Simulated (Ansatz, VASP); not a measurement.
**CoO in VASP and in Ansatz**

Contents of INCAR:

```
SYSTEM = CoO
PREC = Accurate
ENCUT = 700
EDIFF = 1E-6
ISMEAR = 0
SIGMA = 0.05
LREAL = .False.
LASPH = .True.
NELM = 200
ALGO = Normal
ISIF = 2
LWAVE = .False.
LCHARG = .False.
ISPIN = 2
MAGMOM = 0.5 0
LORBIT = 11
LMAXMIX = 4
LDAU = .True.
LDAUTYPE = 2
LDAUL = 2 -1
LDAUU = 3.3 0
LDAUJ = 0 0
LDAUPRINT = 1
GGA = PE
NBANDS = 22
GGA_COMPAT = .False.
```

Contents of KPOINTS:

```
regular mesh
0
Gamma
  6 6 6
  0 0 0
```

Contents of POSCAR:

```
CoO
1.0
    0.0000000000      2.1315016559      2.1315016559
    2.1315016559      0.0000000000      2.1315016559
    2.1315016559      2.1315016559      0.0000000000
Co O
1 1
Direct
    0.0000000000      0.0000000000      0.0000000000
    0.5000000000      0.5000000000      0.5000000000
```

Input for Ansatz:

```yaml
crystal:
  lattice:
    - [0.0, 2.1315016559, 2.1315016559]
    - [2.1315016559, 0.0, 2.1315016559]
    - [2.1315016559, 2.1315016559, 0.0]
  atoms:
    - { symbol: Co, position: [0.0, 0.0, 0.0], spin: 0.5 }
    - { symbol: O, position: [0.5, 0.5, 0.5] }
basis:
  ecutwfc: 420
  ecutrho_ratio: 4
kpoints:
  mp_grid: { grid: [6, 6, 6] }
hamiltonian:
  xc: pbe
  hubbard: { sites: [{ species: Co, l: d, u_eff: 3.3 }] }
scf:
  occupations: { method: gaussian, width: 0.05 }
output:
  forces: true
  stress: true
  eigenvalues: true
  populations: true
  hubbard: { sites: [{ species: Co, l: d }] }
magnetization:
  spin_polarized: true
```

Alike in both runs: task single point; functional PBE; k mesh 6 × 6 × 6; occupations gaussian, width 0.05 eV; collinear spin; Hubbard terms Co d U = 3.3 eV.

|  | VASP | Ansatz |
| --- | --- | --- |
| version | VASP 6.6.1 | Ansatz 0.2.0 |
| potentials or method | VASP PAW PBE potentials, release 64 (Co_sv, O), cutoff 700 eV | scalar-relativistic, plane waves, PAW |
| valence electrons in the cell | 23 | 23 |

|  | VASP | Ansatz | Ansatz less VASP |
| --- | --- | --- | --- |
| pressure (GPa) | -0.8 | 8.2 | +9.00 |
| net moment per atom (μB) | 1.50 | 1.50 | -0.001 |
| size of the moment on the site where the two differ most (μB) | 2.69 | 2.60 | -0.091 |

Site moments also hang on the region over which each program counts them. The programs project onto different local orbitals, so the same U acts differently, and such runs can settle in different states.

The k mesh is coarse, so the values compare programs but aren't converged.
